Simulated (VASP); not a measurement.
# Sn (Fd-3m) in VASP: further runs, part 2 of 2

VASP 6.6.1. The steps go on from the part before.

### Step 3. Single point, LDA

This run uses another cell than the first one, of 33.92 Å³/atom, 0.992 times its volume.

File INCAR:

```
SYSTEM = Sn
  PREC = Accurate
  ENCUT = 520
  EDIFF = 1E-7
  ISMEAR = 0
  SIGMA = 0.1
  LREAL = .FALSE.
  LASPH = .TRUE.
  NELM = 100
  ALGO = Normal
  ISIF = 2
  LWAVE = .FALSE.
  LCHARG = .FALSE.
  GGA = CA
  NBANDS = 21
```

File KPOINTS:

```
regular mesh
0
G
  12 12 12
  0 0 0
```

File POSCAR:

```
Sn
1.0
    0.0000000000      3.2370442824      3.2370442824
    3.2370442824      0.0000000000      3.2370442824
    3.2370442824      3.2370442824      0.0000000000
Sn
2
Direct
    0.5000000000      0.5000000000      0.5000000000
    0.7500000000      0.7500000000      0.7500000000
```

Potentials or basis: VASP PAW LDA potentials, release 64 (Sn_d).

Started as:

```sh
$ cat potpaw_LDA.64/Sn_d/POTCAR > POTCAR
$ mpirun -np 1 vasp_std > vasp.out
```

OUTCAR:

```text
SYSTEM = Sn
   PREC = Accurate
   ENCUT = 520
   EDIFF = 1E-7
   ISMEAR = 0
   LREAL = .FALSE.
   LASPH = .TRUE.
   NELM = 100
   ISIF = 2
   GGA = CA

 ion  position               nearest neighbor table
   1  0.500  0.500  0.500-   2 2.80   2 2.80   2 2.80   2 2.80
   2  0.750  0.750  0.750-   1 2.80   1 2.80   1 2.80   1 2.80

  LATTYP: Found a face centered cubic cell.
 ALAT       =     6.4740885648

  Lattice vectors:

 A1 = (   0.0000000000,   3.2370442824,   3.2370442824)
 A2 = (   3.2370442824,   0.0000000000,   3.2370442824)
 A3 = (   3.2370442824,   3.2370442824,   0.0000000000)

Analysis of symmetry for initial positions (statically):
=====================================================================
 Subroutine PRICEL returns:
 Original cell was already a primitive cell.

 Routine SETGRP: Setting up the symmetry group for a
 face centered cubic supercell.

 Subroutine GETGRP returns: Found 48 space group operations
 (whereof 24 operations were pure point group operations)
 out of a pool of 48 trial point group operations.

The static configuration has the point symmetry T_d .
 The point group associated with its full space group is O_h .

Analysis of symmetry for dynamics (positions and initial velocities):
=====================================================================
 Subroutine PRICEL returns:
 Original cell was already a primitive cell.

 Routine SETGRP: Setting up the symmetry group for a
 face centered cubic supercell.

 Subroutine GETGRP returns: Found 48 space group operations
 (whereof 24 operations were pure point group operations)
 out of a pool of 48 trial point group operations.

The dynamic configuration has the point symmetry T_d .
 The point group associated with its full space group is O_h .

 Subroutine INISYM returns: Found 48 space group operations
 (whereof 24 operations are pure point group operations),
 and found     1 'primitive' translations

----------------------------------------------------------------------------------------

                                     Primitive cell

  volume of cell :      67.8385

  direct lattice vectors                    reciprocal lattice vectors
     0.000000000  3.237044282  3.237044282    -0.154461897  0.154461897  0.154461897
     3.237044282  0.000000000  3.237044282     0.154461897 -0.154461897  0.154461897
     3.237044282  3.237044282  0.000000000     0.154461897  0.154461897 -0.154461897

  length of vectors
     4.577871926  4.577871926  4.577871926     0.267535853  0.267535853  0.267535853

  position of ions in fractional coordinates (direct lattice)
     0.500000000  0.500000000  0.500000000
     0.750000000  0.750000000  0.750000000

  ion indices of the primitive-cell ions
   primitive index   ion index
                 1           1
                 2           2

----------------------------------------------------------------------------------------

 KPOINTS: regular mesh

Automatic generation of k-mesh.
 Grid dimensions read from file:
 generate k-points for:   12   12   12

 Generating k-lattice:

  Cartesian coordinates                     Fractional coordinates (reciprocal lattice)
    -0.012871825  0.012871825  0.012871825     0.083333333  0.000000000  0.000000000
     0.012871825 -0.012871825  0.012871825     0.000000000  0.083333333  0.000000000
     0.012871825  0.012871825 -0.012871825     0.000000000  0.000000000  0.083333333

  Length of vectors
     0.022294654  0.022294654  0.022294654

  Shift w.r.t. Gamma in fractional coordinates (k-lattice)
     0.000000000  0.000000000  0.000000000

 Subroutine IBZKPT returns following result:
 ===========================================

 Found     72 irreducible k-points:

 Following reciprocal coordinates:
            Coordinates               Weight
  0.000000  0.000000  0.000000      1.000000
  0.083333  0.000000  0.000000      8.000000
  0.166667  0.000000  0.000000      8.000000
  0.250000  0.000000  0.000000      8.000000
  0.333333  0.000000  0.000000      8.000000
  0.416667  0.000000  0.000000      8.000000
[... 16 lines left out ...]
  0.500000  0.166667  0.000000     24.000000
 -0.416667  0.166667  0.000000     24.000000
 [... further k-points ...]
   k-points           NKPTS =     72   k-points in BZ     NKDIM =     72   number of bands    NBANDS=     21
   number of dos      NEDOS =    301   number of ions     NIONS =      2
   total plane-waves  NPLWV =  46656
   dimension x,y,z NGX =    36 NGY =   36 NGZ =   36
   dimension x,y,z NGXF=    72 NGYF=   72 NGZF=   72
   ions per type =               2
   NGX,Y,Z   is equivalent  to a cutoff of  13.07, 13.07, 13.07 a.u.
   NGXF,Y,Z  is equivalent  to a cutoff of  26.15, 26.15, 26.15 a.u.
 SYSTEM =  Sn
   PREC   = accura    normal or accurate (medium, high low for compatibility)
   ISTART =      0    job   : 0-new  1-cont  2-samecut
   ICHARG =      2    charge: 1-file 2-atom 10-const
   ISPIN  =      1    spin polarized calculation?
   LNONCOLLINEAR =      F non collinear calculations
   LSORBIT =      F    spin-orbit coupling
   LASPH  =      T    aspherical Exc in radial PAW
   ENCUT  =  520.0 eV  38.22 Ry    6.18 a.u.   8.51  8.51  8.51*2*pi/ulx,y,z
   NELM   =    100;   NELMIN=  2; NELMDL= -5     # of ELM steps
   EDIFF  = 0.1E-06   stopping-criterion for ELM
   LREAL  =      F    real-space projection
   EDIFFG = 0.1E-05   stopping-criterion for IOM
   NSW    =      0    number of steps for IOM
   IBRION =     -1    ionic relax: 0-MD 1-quasi-New 2-CG
   NFREE  =      0    steps in history (QN), initial steepest desc. (CG)
   ISIF   =      2    stress and relaxation
   ISYM   =      2    0-nonsym 1-usesym 2-fastsym
   POTIM  = 0.5000    time-step for ionic-motion
   TEBEG  =    0.0;   TEEND  =   0.0 temperature during run
   PSTRESS=    0.0 pullay stress
   NELECT =      28.0000    total number of electrons
   NUPDOWN=      -1.0000    fix difference up-down
   EMIN   =  10.00;   EMAX   =-10.00  energy-range for DOS
   EFERMI =   0.00;   METHOD = LEGACY
   ISMEAR =     0;   SIGMA  =   0.10  broadening in eV -4-tet -1-fermi 0-gaus
   EFERMI_NEDOS =   21; number of points for ismear=-14 and -15
   IALGO  =     38    algorithm
   IMIX   =      4    mixing-type and parameters
     AMIX     =   0.40;   BMIX     =  1.00
     AMIX_MAG =   1.60;   BMIX_MAG =  1.00
  volume/ion in A,a.u.               =      33.92       228.90
  Fermi-wavevector in a.u.,A,eV,Ry     =   1.218902  2.303391 20.214484  1.485723
  Thomas-Fermi vector in A             =   2.354173
   LORBIT       =      0    0 simple, 1 ext, 2 COOP (PROOUT), +10 PAW based schemes
   GGA     = CA    functional components
   LHFCALC =     F    Hartree Fock is set to
   AEXX    =    0.0000 exact exchange contribution
   IVDW    =     0    specifies the selected vdW correction
   LEPSILON=     F    determine dielectric tensor
   LRPA    =     F    only Hartree local field effects (RPA)
 non-spin polarized calculation
 Gauss-broadening in eV      SIGMA  =   0.10
  energy-cutoff  :      520.00
  volume of cell :       67.84
 maximum number of plane-waves:      1853
 NGX is ok and might be reduce to    36
   NGX = 17   NGY = 17   NGZ = 17

 number of electron      28.0000006 magnetization

 Free energy of the ion-electron system (eV)
  ---------------------------------------------------
  ext. energy  EPLUGINS =         0.00000000
  ---------------------------------------------------
  free energy    TOTEN  =        -8.94264454 eV

  energy without entropy =       -8.94144858  energy(sigma->0) =       -8.94204656

 E-fermi :   5.4272     XC(G=0):  -9.2254

 val. band max:        5.3998970025   @ k =   0.4167   0.0000   0.0000
 cond. band min:       5.5286771539   @ k =   0.0000   0.0000   0.0000
 fundamental gap:      0.1287801515
 Fermi energy:         5.4271820674

 k-point     1 :       0.0000    0.0000    0.0000
  band No.  band energies     occupation
      1     -16.1857      2.00000
      2     -16.1857      2.00000
      3     -16.1857      2.00000
      4     -16.1231      2.00000
      5     -16.1231      2.00000
      6     -15.8049      2.00000
[... 13 lines left out ...]
     20      13.5004      0.00000
     21      13.5004      0.00000

 k-point     2 :       0.0833    0.0000    0.0000
  band No.  band energies     occupation
      1     -16.1914      2.00000
      2     -16.1914      2.00000
      3     -16.1839      2.00000
      4     -16.1153      2.00000
      5     -16.1153      2.00000
      6     -15.8184      2.00000
[... 520 lines left out ...]
 k-point    24 :      -0.4167    0.1667    0.0000
  band No.  band energies     occupation
      1     -16.2471      2.00000
      2     -16.2312      2.00000
      3     -16.1238      2.00000
      4     -16.0431      2.00000
      5     -16.0329      2.00000
      6     -15.8977      2.00000
[... 13 lines left out ...]
     20      13.3077      0.00000
     21      13.4435      0.00000

 [... further k-points ...]
[... 5 lines left out ...]
  --------------------------------------------------------------------------------------
  -------------------------------------------------------------------------------------
  Total       -0.0025740     -0.0025740     -0.0025740      0.0000000      0.0000000     -0.0000000
  in kB       -0.0607904     -0.0607904     -0.0607904      0.0000000      0.0000000     -0.0000000
  external PRESSURE =      -0.0607904 kB  Pullay stress =       0.0000000 kB

 VOLUME and BASIS-vectors are now :
 -----------------------------------------------------------------------------
  energy-cutoff  :      520.00
  volume of cell :       67.84
      direct lattice vectors                 reciprocal lattice vectors
     0.000000000  3.237044282  3.237044282    -0.154461897  0.154461897  0.154461897
     3.237044282  0.000000000  3.237044282     0.154461897 -0.154461897  0.154461897
     3.237044282  3.237044282  0.000000000     0.154461897  0.154461897 -0.154461897

 POSITION                                       TOTAL-FORCE (eV/Angst)
 -----------------------------------------------------------------------------------
      3.23704      3.23704      3.23704         0.000000      0.000000      0.000000
      4.85557      4.85557      4.85557        -0.000000     -0.000000     -0.000000
 -----------------------------------------------------------------------------------
    total drift:                                0.000000      0.000000      0.000000

  FREE ENERGIE OF THE ION-ELECTRON SYSTEM (eV)
  ---------------------------------------------------
  free  energy   TOTEN  =        -8.9426445352 eV

  energy  without entropy=       -8.9414485770  energy(sigma->0) =       -8.94204656
```

Run time: 70 s. Hardware: 1 thread of Intel Xeon Platinum 8259CL at 2.50GHz (Skylake/Cascade Lake), shared host; peak memory 0.22 GiB.

Results:

```yaml
Free_energy: -8.9426 eV
Pressure: 0.0 GPa
Band_gap_on_the_k_mesh: zero (band 14 reaches 5.53 eV, above the bottom of band 15 at 5.36 eV)
```

Caveat: spin-orbit coupling is left out, which moves the levels of the heavy elements.

### Step 4. Relaxation of cell and atoms, LDA

File INCAR:

```
PREC = Accurate ; ENCUT = 600
EDIFF = 1E-6 ; ISMEAR = 0
SIGMA = 0.1 ; LREAL = F
LASPH = T ; NELM = 60
ALGO = Normal ; ISIF = 3
LWAVE = F ; LCHARG = F
GGA = CA ; IBRION = 2
NSW = 100 ; EDIFFG = -0.005
```

File KPOINTS:

```
Automatic mesh
0
Gamma
  12 12 12
```

File POSCAR:

```
Sn
1.0
    0.0000000000      3.2456000000      3.2456000000
    3.2456000000      0.0000000000      3.2456000000
    3.2456000000      3.2456000000      0.0000000000
Sn
2
Direct
    0.5000000000      0.5000000000      0.5000000000
    0.7500000000      0.7500000000      0.7500000000
```

Potentials or basis: VASP PAW LDA potentials, release 64 (Sn_d).

Started as:

```sh
$ cat potpaw_LDA.64/Sn_d/POTCAR > POTCAR
$ mpirun -np 1 vasp_std > vasp.out
```

OUTCAR:

```text
PREC = Accurate
   ENCUT = 600
   EDIFF = 1E-6
   ISMEAR = 0
   LREAL = F
   LASPH = T
   NELM = 60
   ISIF = 3
   GGA = CA
   IBRION = 2
   NSW = 100
   EDIFFG = -0.005

 ion  position               nearest neighbor table
   1  0.500  0.500  0.500-   2 2.81   2 2.81   2 2.81   2 2.81
   2  0.750  0.750  0.750-   1 2.81   1 2.81   1 2.81   1 2.81

  LATTYP: Found a face centered cubic cell.
 ALAT       =     6.4912000000

  Lattice vectors:

 A1 = (   0.0000000000,   3.2456000000,   3.2456000000)
 A2 = (   3.2456000000,   0.0000000000,   3.2456000000)
 A3 = (   3.2456000000,   3.2456000000,   0.0000000000)

Analysis of symmetry for initial positions (statically):
=====================================================================
 Subroutine PRICEL returns:
 Original cell was already a primitive cell.

 Routine SETGRP: Setting up the symmetry group for a
 face centered cubic supercell.

 Subroutine GETGRP returns: Found 48 space group operations
 (whereof 24 operations were pure point group operations)
 out of a pool of 48 trial point group operations.

The static configuration has the point symmetry T_d .
 The point group associated with its full space group is O_h .

Analysis of symmetry for dynamics (positions and initial velocities):
[... 165 lines left out ...]

  FORCE on cell =-STRESS in cart. coord.  units (eV):
  Direction    XX          YY          ZZ          XY          YZ          ZX
  --------------------------------------------------------------------------------------
  -------------------------------------------------------------------------------------
  Total       -0.1305436     -0.1305436     -0.1305436      0.0000000      0.0000000      0.0000000
  in kB       -3.0588014     -3.0588014     -3.0588014      0.0000000      0.0000000      0.0000000
  external PRESSURE =      -3.0588014 kB  Pullay stress =       0.0000000 kB
[... 59 lines left out ...]
--------------------------------------- Ionic step        3  -------------------------------------------

 number of electron      28.0000005 magnetization

 Free energy of the ion-electron system (eV)
  ---------------------------------------------------
  ext. energy  EPLUGINS =         0.00000000
  ---------------------------------------------------
  free energy    TOTEN  =        -8.94286179 eV

  energy without entropy =       -8.94166231  energy(sigma->0) =       -8.94226205

 E-fermi :   5.4174     XC(G=0):  -9.2217

 val. band max:        5.3888631831   @ k =   0.4167   0.0000   0.0000
 cond. band min:       5.5185091341   @ k =   0.3333   0.0000   0.0000
 fundamental gap:      0.1296459510
 Fermi energy:         5.4174278742

 k-point     1 :       0.0000    0.0000    0.0000
  band No.  band energies     occupation
      1     -16.1934      2.00000
      2     -16.1934      2.00000
      3     -16.1934      2.00000
      4     -16.1309      2.00000
      5     -16.1309      2.00000
      6     -15.8134      2.00000
[... 481 lines left out ...]
      5     -16.0409      2.00000
      6     -15.9061      2.00000
[... 10 lines left out ...]
     17       9.3995      0.00000
     18      11.4247      0.00000

 [... further k-points ...]
[... 5 lines left out ...]
  --------------------------------------------------------------------------------------
  -------------------------------------------------------------------------------------
  Total        0.0007826      0.0007826      0.0007826     -0.0000000      0.0000000     -0.0000000
  in kB        0.0184673      0.0184673      0.0184673     -0.0000000      0.0000000     -0.0000000
  external PRESSURE =       0.0184673 kB  Pullay stress =       0.0000000 kB
[... 17 lines left out ...]
  FREE ENERGIE OF THE ION-ELECTRON SYSTEM (eV)
  ---------------------------------------------------
  free  energy   TOTEN  =        -8.9428617893 eV

  energy  without entropy=       -8.9416623140  energy(sigma->0) =       -8.94226205

 reached required accuracy - stopping structural energy minimisation
```

OSZICAR:

```text
N       E                     dE             d eps       ncg     rms          rms(c)
DAV:   1     0.218493874031E+03    0.21849E+03   -0.16739E+04  2594   0.247E+03
DAV:   2     0.123931726151E+02   -0.20610E+03   -0.20385E+03  2592   0.466E+02
DAV:   3    -0.836047577231E+01   -0.20754E+02   -0.20625E+02  2858   0.153E+02
DAV:   4    -0.904616349453E+01   -0.68569E+00   -0.68368E+00  2940   0.307E+01
[... 19 lines left out ...]
DAV:   2    -0.894321018156E+01    0.14439E-02   -0.26073E-03  3304   0.915E-01    0.995E-02
DAV:   3    -0.894288086058E+01    0.32932E-03   -0.10111E-03  3360   0.541E-01    0.145E-02
DAV:   4    -0.894286343999E+01    0.17421E-04   -0.43173E-05  2836   0.881E-02    0.383E-03
DAV:   5    -0.894286201094E+01    0.14290E-05   -0.20546E-06  1988   0.182E-02    0.180E-03
DAV:   6    -0.894286178931E+01    0.22164E-06   -0.58935E-07  1298   0.135E-02
   3 F= -.89428618E+01 E0= -.89422621E+01  d E =-.473500E-03
```

CONTCAR:

```text
Sn
   1.00000000000000
     0.0000000000000000    3.2379665655519307    3.2379665655519307
     3.2379665655519307    0.0000000000000000    3.2379665655519307
     3.2379665655519307    3.2379665655519307    0.0000000000000000
  Sn
     2
Direct
     0.5000000000000000    0.5000000000000000    0.5000000000000000
     0.7500000000000000    0.7500000000000000    0.7500000000000000

  0.00000000E+00  0.00000000E+00  0.00000000E+00
  0.00000000E+00  0.00000000E+00  0.00000000E+00
```

Run time: 3.1 min. Hardware: 1 thread of Intel Xeon Platinum 8259CL at 2.50GHz (Skylake/Cascade Lake), shared host; peak memory 0.24 GiB.

Results:

| Property | Result |
| --- | --- |
| Free energy | -8.9429 eV |
| Relaxed volume | 33.95 Å³/atom |
| Relaxed cell | a = 4.579 Å, b = 4.579 Å, c = 4.579 Å, α = 60.00°, β = 60.00°, γ = 60.00° |
| Space group after relaxing (to 0.05 Å) | Fd-3m (No. 227) |
| Energy gained by relaxing | 0.2 meV/atom |
| Ionic steps | 3 |
| Pressure after relaxing | 0.0 GPa |
| Band gap on the k mesh | zero (band 14 reaches 5.52 eV, above the bottom of band 15 at 5.34 eV) |

The path:
| step | energy change (eV) | largest force (eV/Å) | pressure (GPa) | volume (Å³) |
| --- | --- | --- | --- | --- |
| 1 | 0.0000 | 0.0000 | -0.31 | 68.38 |
| 2 | -0.0004 | 0.0000 | 0.12 | 67.73 |
| 3 | -0.0005 | 0.0000 | 0.00 | 67.90 |

Final structure:
```
Sn
1.0
     0.00000    3.23797    3.23797
     3.23797    0.00000    3.23797
     3.23797    3.23797    0.00000
Sn
2
Cartesian
  3.2380 3.2380 3.2380
  4.8569 4.8569 4.8569
```

Levels at points of the mesh, in eV from the Fermi level:
| k point | band 10 | band 11 | band 12 | band 13 | band 14 | band 15 | band 16 | band 17 | band 18 |
| --- | --- | --- | --- | --- | --- | --- | --- | --- | --- |
| (0.00, 0.00, 0.00) | -21.22 | -10.67 | -0.74 | 0.10 | 0.10 | 0.10 | 2.16 | 2.16 | 2.16 |
| (0.50, 0.00, 0.00) | -21.17 | -9.04 | -6.35 | -1.11 | -1.11 | -0.07 | 3.24 | 3.24 | 5.54 |
| (0.50, 0.50, 0.00) | -21.15 | -7.56 | -7.56 | -2.47 | -2.47 | 0.77 | 0.77 | 7.71 | 7.71 |

Caveat: spin-orbit coupling is left out, which moves the levels of the heavy elements. LDA usually gives volumes a few per cent too small.

### Step 5. Summary

```tsv
task	cell	k mesh	cutoff (eV)	gap on the mesh (eV)	pressure (GPa)
single point	a = 4.590 Å, angles 60.0°, 2 atoms	6 × 6 × 6	500	none	-0.3
single point	a = 4.578 Å, angles 60.0°, 2 atoms	12 × 12 × 12	520	none	0.0
relaxation of cell and atoms	relaxed from a = 4.590 Å, angles 60.0°, 2 atoms	12 × 12 × 12	600	none	0.0
```

Alike in all rows: level LDA; potentials or basis VASP PAW LDA potentials, release 64 (Sn_d); no spin polarisation; smearing gaussian 0.1 eV.

Caveats: spin-orbit coupling is left out, which moves the levels of the heavy elements.

Total energies depend on the potentials used, so only differences within one code and one set of settings carry meaning.
